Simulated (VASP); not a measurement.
# MgO5 (R32) in VASP: further runs

Runs on MgO5. Level: PBE. Tasks: single point.

Program: VASP 6.6.1. These are calculated values, not measurements. Logs are shortened: lines on timing, memory, paths and dates and some standing lists are left out, and cuts for length are marked.

## (1) The cell of the first run

Symmetry: R32, No. 155, trigonal system. The conventional cell has a = 4.589 Å, b = 4.589 Å, c = 13.668 Å, α = 90.00°, β = 90.00°, γ = 120.00°. Within 3.5 Å of Mg (site symmetry 32) lie 12 O at 2.65 to 2.75 Å. Within 3.4 Å of O (site symmetry 2) lie 10 O at 2.61 to 2.76 Å and 2 Mg at 2.75 Å. Within 3.5 Å of O (site symmetry 3) lie 3 Mg at 2.65 Å and 9 O at 2.65 to 2.76 Å.

## (2) Single point, PBE

Contents of INCAR:

```
PREC = Accurate
ENCUT = 520
EDIFF = 1E-7
ISMEAR = 0
SIGMA = 0.1
LREAL = F
LASPH = T
NELM = 80
ALGO = Normal
ISIF = 2
LWAVE = F
LCHARG = F
GGA = PE
NBANDS = 25
```

Contents of KPOINTS:

```
Automatic mesh
0
Gamma
  6 6 6
```

Contents of POSCAR:

```
MgO5
1.0
    2.2944235000      1.3246860300      4.5559347200
   -2.2944235000      1.3246860300      4.5559347200
    0.0000000000     -2.6493720500      4.5559347200
Mg O
1 5
Direct
    0.5000000000      0.5000000000      0.5000000000
    0.3288240000      0.0000000000      0.6711760000
    0.1658830000      0.1658830000      0.1658830000
    0.6711760000      0.3288240000      0.0000000000
    0.0000000000      0.6711760000      0.3288240000
    0.8341170000      0.8341170000      0.8341170000
```

Potentials or basis: VASP PAW PBE potentials, release 64 (Mg, O).

On the command line:

```bash
$ cat potpaw_PBE.64/Mg/POTCAR potpaw_PBE.64/O/POTCAR > POTCAR
$ mpirun -np 1 vasp_std > vasp.out
```

OUTCAR:

```text
PREC = Accurate
   ENCUT = 520
   EDIFF = 1E-7
   ISMEAR = 0
   LREAL = F
   LASPH = T
   NELM = 80
   ISIF = 2
   GGA = PE

 ion  position               nearest neighbor table
   1  0.500  0.500  0.500-   3 2.65   3 2.65   6 2.65   6 2.65   3 2.65   6 2.65   4 2.75   4 2.75
                             5 2.75   2 2.75   2 2.75   5 2.75
   2  0.329  0.000  0.671-   1 2.75   1 2.75
   3  0.166  0.166  0.166-   1 2.65   1 2.65   1 2.65
   4  0.671  0.329  0.000-   1 2.75   1 2.75
   5  0.000  0.671  0.329-   1 2.75   1 2.75
   6  0.834  0.834  0.834-   1 2.65   1 2.65   1 2.65

  LATTYP: Found a trigonal (rhomboedric) cell.
 ALAT       =     5.2702669238
 COS(alpha) =     0.6209365267

  Lattice vectors:

 A1 = (   2.2944235000,   1.3246860300,   4.5559347200)
 A2 = (  -2.2944235000,   1.3246860300,   4.5559347200)
 A3 = (   0.0000000000,  -2.6493720500,   4.5559347200)

Analysis of symmetry for initial positions (statically):
=====================================================================
 Subroutine PRICEL returns:
 Original cell was already a primitive cell.

 Routine SETGRP: Setting up the symmetry group for a
 trigonal (rhombohedral) supercell.

 Subroutine GETGRP returns: Found  6 space group operations
 (whereof  6 operations were pure point group operations)
 out of a pool of 12 trial point group operations.

The static configuration has the point symmetry D_3 .

Analysis of symmetry for dynamics (positions and initial velocities):
=====================================================================
 Subroutine PRICEL returns:
 Original cell was already a primitive cell.

 Routine SETGRP: Setting up the symmetry group for a
 trigonal (rhombohedral) supercell.

 Subroutine GETGRP returns: Found  6 space group operations
 (whereof  6 operations were pure point group operations)
 out of a pool of 12 trial point group operations.

The dynamic configuration has the point symmetry D_3 .

 Subroutine INISYM returns: Found  6 space group operations
 (whereof  6 operations are pure point group operations),
 and found     1 'primitive' translations

----------------------------------------------------------------------------------------

                                     Primitive cell

  volume of cell :      83.0836

  direct lattice vectors                    reciprocal lattice vectors
     2.294423500  1.324686030  4.555934720     0.217919665  0.125815977  0.073164642
    -2.294423500  1.324686030  4.555934720    -0.217919665  0.125815977  0.073164642
     0.000000000 -2.649372050  4.555934720     0.000000000 -0.251631954  0.073164642

  length of vectors
     5.270266924  5.270266924  5.270266922     0.262052867  0.262052867  0.262052867

  position of ions in fractional coordinates (direct lattice)
     0.500000000  0.500000000  0.500000000
     0.328824000  0.000000000  0.671176000
     0.165883000  0.165883000  0.165883000
     0.671176000  0.328824000  0.000000000
     0.000000000  0.671176000  0.328824000
     0.834117000  0.834117000  0.834117000

  ion indices of the primitive-cell ions
   primitive index   ion index
                 1           1
                 2           2
                 3           3
                 4           4
                 5           5
                 6           6

----------------------------------------------------------------------------------------

 KPOINTS: Automatic mesh

Automatic generation of k-mesh.
 Grid dimensions read from file:
 generate k-points for:    6    6    6

 Generating k-lattice:

  Cartesian coordinates                     Fractional coordinates (reciprocal lattice)
     0.036319944  0.020969330  0.012194107     0.166666667  0.000000000 -0.000000000
    -0.036319944  0.020969330  0.012194107     0.000000000  0.166666667 -0.000000000
     0.000000000 -0.041938659  0.012194107     0.000000000  0.000000000  0.166666667

  Length of vectors
     0.043675478  0.043675478  0.043675478

  Shift w.r.t. Gamma in fractional coordinates (k-lattice)
     0.000000000  0.000000000  0.000000000

 Subroutine IBZKPT returns following result:
 ===========================================

 Found     32 irreducible k-points:

 Following reciprocal coordinates:
            Coordinates               Weight
  0.000000  0.000000  0.000000      1.000000
  0.166667 -0.000000  0.000000      6.000000
  0.333333 -0.000000  0.000000      6.000000
  0.500000  0.000000  0.000000      3.000000
  0.166667  0.166667  0.000000      6.000000
  0.333333  0.166667 -0.000000     12.000000
[... 16 lines left out ...]
  0.500000  0.500000  0.166667      6.000000
 -0.333333  0.500000  0.166667     12.000000
 [... further k-points ...]
   k-points           NKPTS =     32   k-points in BZ     NKDIM =     32   number of bands    NBANDS=     25
   number of dos      NEDOS =    301   number of ions     NIONS =      6
   total plane-waves  NPLWV =  64000
   dimension x,y,z NGX =    40 NGY =   40 NGZ =   40
   dimension x,y,z NGXF=    80 NGYF=   80 NGZF=   80
   ions per type =               1   5
   NGX,Y,Z   is equivalent  to a cutoff of  12.62, 12.62, 12.62 a.u.
   NGXF,Y,Z  is equivalent  to a cutoff of  25.24, 25.24, 25.24 a.u.
 SYSTEM =  unknown system
   PREC   = accura    normal or accurate (medium, high low for compatibility)
   ISTART =      0    job   : 0-new  1-cont  2-samecut
   ICHARG =      2    charge: 1-file 2-atom 10-const
   ISPIN  =      1    spin polarized calculation?
   LNONCOLLINEAR =      F non collinear calculations
   LSORBIT =      F    spin-orbit coupling
   LASPH  =      T    aspherical Exc in radial PAW
   ENCUT  =  520.0 eV  38.22 Ry    6.18 a.u.   9.80  9.80  9.80*2*pi/ulx,y,z
   NELM   =     80;   NELMIN=  2; NELMDL= -5     # of ELM steps
   EDIFF  = 0.1E-06   stopping-criterion for ELM
   LREAL  =      F    real-space projection
   EDIFFG = 0.1E-05   stopping-criterion for IOM
   NSW    =      0    number of steps for IOM
   IBRION =     -1    ionic relax: 0-MD 1-quasi-New 2-CG
   NFREE  =      0    steps in history (QN), initial steepest desc. (CG)
   ISIF   =      2    stress and relaxation
   ISYM   =      2    0-nonsym 1-usesym 2-fastsym
   POTIM  = 0.5000    time-step for ionic-motion
   TEBEG  =    0.0;   TEEND  =   0.0 temperature during run
   PSTRESS=    0.0 pullay stress
   NELECT =      32.0000    total number of electrons
   NUPDOWN=      -1.0000    fix difference up-down
   EMIN   =  10.00;   EMAX   =-10.00  energy-range for DOS
[... 5 lines left out ...]
     AMIX     =   0.40;   BMIX     =  1.00
     AMIX_MAG =   1.60;   BMIX_MAG =  1.00
  volume/ion in A,a.u.               =      13.85        93.45
  Fermi-wavevector in a.u.,A,eV,Ry     =   1.191113  2.250878 19.303277  1.418751
  Thomas-Fermi vector in A             =   2.327182
   LORBIT       =      0    0 simple, 1 ext, 2 COOP (PROOUT), +10 PAW based schemes
   GGA     = PE    functional components
   LHFCALC =     F    Hartree Fock is set to
[... 5 lines left out ...]
 Gauss-broadening in eV      SIGMA  =   0.10
  energy-cutoff  :      520.00
  volume of cell :       83.08
 maximum number of plane-waves:      2267
   NGX = 19   NGY = 19   NGZ = 19

 number of electron      31.9999998 magnetization

 Free energy of the ion-electron system (eV)
  ---------------------------------------------------
  ext. energy  EPLUGINS =         0.00000000
  ---------------------------------------------------
  free energy    TOTEN  =       -17.84320645 eV

  energy without entropy =      -17.76831360  energy(sigma->0) =      -17.80576002

 E-fermi :  -1.4126     XC(G=0):  -9.2353

 val. band max:       -1.4137478211   @ k =  -0.3333   0.1667   0.1667
 cond. band min:      -1.3983969368   @ k =   0.5000   0.1667   0.1667
 fundamental gap:      0.0153508843
 Fermi energy:        -1.4125661871

 k-point     1 :       0.0000    0.0000    0.0000
  band No.  band energies     occupation
      1     -18.4777      2.00000
      2     -17.2513      2.00000
      3     -16.7960      2.00000
      4     -16.7960      2.00000
      5     -16.7192      2.00000
      6      -4.5787      2.00000
[... 17 lines left out ...]
     24       9.8141      0.00000
     25      12.5120      0.00000

 k-point     2 :       0.1667   -0.0000    0.0000
  band No.  band energies     occupation
      1     -18.3755      2.00000
      2     -17.2196      2.00000
      3     -16.9046      2.00000
      4     -16.8417      2.00000
      5     -16.7367      2.00000
      6      -4.4435      2.00000
[... 17 lines left out ...]
     24       9.7161      0.00000
     25      12.9069      0.00000

 k-point     3 :       0.3333   -0.0000    0.0000
  band No.  band energies     occupation
      1     -18.0963      2.00000
      2     -17.2529      2.00000
      3     -17.0714      2.00000
      4     -16.9157      2.00000
      5     -16.8198      2.00000
      6      -4.2972      2.00000
[... 17 lines left out ...]
     24       9.8027      0.00000
     25      12.6141      0.00000

 k-point     4 :       0.5000    0.0000    0.0000
  band No.  band energies     occupation
      1     -17.8070      2.00000
      2     -17.5324      2.00000
      3     -16.9747      2.00000
      4     -16.9467      2.00000
      5     -16.9343      2.00000
      6      -4.3846      2.00000
[... 17 lines left out ...]
     24       9.8886      0.00000
     25      12.3823      0.00000
[... 477 lines left out ...]
 k-point    22 :      -0.1667    0.3333    0.1667
  band No.  band energies     occupation
      1     -17.8674      2.00000
      2     -17.2383      2.00000
      3     -17.1789      2.00000
      4     -17.0616      2.00000
      5     -16.8595      2.00000
      6      -4.4329      2.00000
[... 17 lines left out ...]
     24       9.6944      0.00000
     25      12.5688      0.00000

 k-point    23 :       0.5000    0.5000    0.1667
  band No.  band energies     occupation
      1     -17.8423      2.00000
      2     -17.4462      2.00000
      3     -17.1856      2.00000
      4     -16.9685      2.00000
      5     -16.7624      2.00000
      6      -4.4077      2.00000
[... 17 lines left out ...]
     24       9.5783      0.00000
     25      12.5944      0.00000

 k-point    24 :      -0.3333    0.5000    0.1667
  band No.  band energies     occupation
      1     -17.5809      2.00000
      2     -17.4765      2.00000
      3     -17.3217      2.00000
      4     -17.0519      2.00000
      5     -16.7994      2.00000
      6      -4.5069      2.00000
[... 17 lines left out ...]
     24       9.5271      0.00000
     25      12.5379      0.00000

 [... further k-points ...]
[... 5 lines left out ...]
  --------------------------------------------------------------------------------------
  -------------------------------------------------------------------------------------
  Total      -11.2765748    -11.2765748    -10.2925163      0.0000000     -0.0000000      0.0000000
  in kB     -217.4565572   -217.4565576   -198.4800521      0.0000000     -0.0000001      0.0000000
  external PRESSURE =    -211.1310557 kB  Pullay stress =       0.0000000 kB

 VOLUME and BASIS-vectors are now :
 -----------------------------------------------------------------------------
  energy-cutoff  :      520.00
  volume of cell :       83.08
      direct lattice vectors                 reciprocal lattice vectors
     2.294423500  1.324686030  4.555934720     0.217919665  0.125815977  0.073164642
    -2.294423500  1.324686030  4.555934720    -0.217919665  0.125815977  0.073164642
     0.000000000 -2.649372050  4.555934720     0.000000000 -0.251631954  0.073164642

 POSITION                                       TOTAL-FORCE (eV/Angst)
 -----------------------------------------------------------------------------------
      0.00000      0.00000      6.83390         0.000000     -0.000000      0.000000
      0.75446     -1.34261      4.55593         0.098635      0.170841      0.000000
      0.00000      0.00000      2.26726         0.000000      0.000000      0.191349
      0.78550      1.32469      4.55593        -0.197271     -0.000000      0.000000
     -1.53996      0.01792      4.55593         0.098635     -0.170841      0.000000
      0.00000      0.00000     11.40055         0.000000     -0.000000     -0.191349
 -----------------------------------------------------------------------------------
    total drift:                               -0.000000     -0.000000     -0.000000

  FREE ENERGIE OF THE ION-ELECTRON SYSTEM (eV)
  ---------------------------------------------------
  free  energy   TOTEN  =       -17.8432064459 eV

  energy  without entropy=      -17.7683135977  energy(sigma->0) =      -17.80576002
```

It took 76 s on 1 thread of Intel Xeon Platinum 8488C (Sapphire Rapids), shared host; peak memory 0.25 GiB.

What came out:

```
Free energy            : -17.8432 eV
Pressure               : -21.1 GPa
Largest force          : 0.197 eV/Å
Band gap on the k mesh : zero (band 16 reaches -1.29 eV, above the bottom of band 17 at -1.56 eV)
```

Forces in eV/Å, atoms in the order of the input:
```
Mg   0.000  0.000  0.000
O    0.099  0.171  0.000
O    0.000  0.000  0.191
O   -0.197  0.000  0.000
O    0.099 -0.171  0.000
O    0.000  0.000 -0.191
```

Stress tensor (GPa, compression positive):
```
-21.75   0.00   0.00
  0.00 -21.75   0.00
  0.00   0.00 -19.85
```

(Part 1 of 3 ends here.)
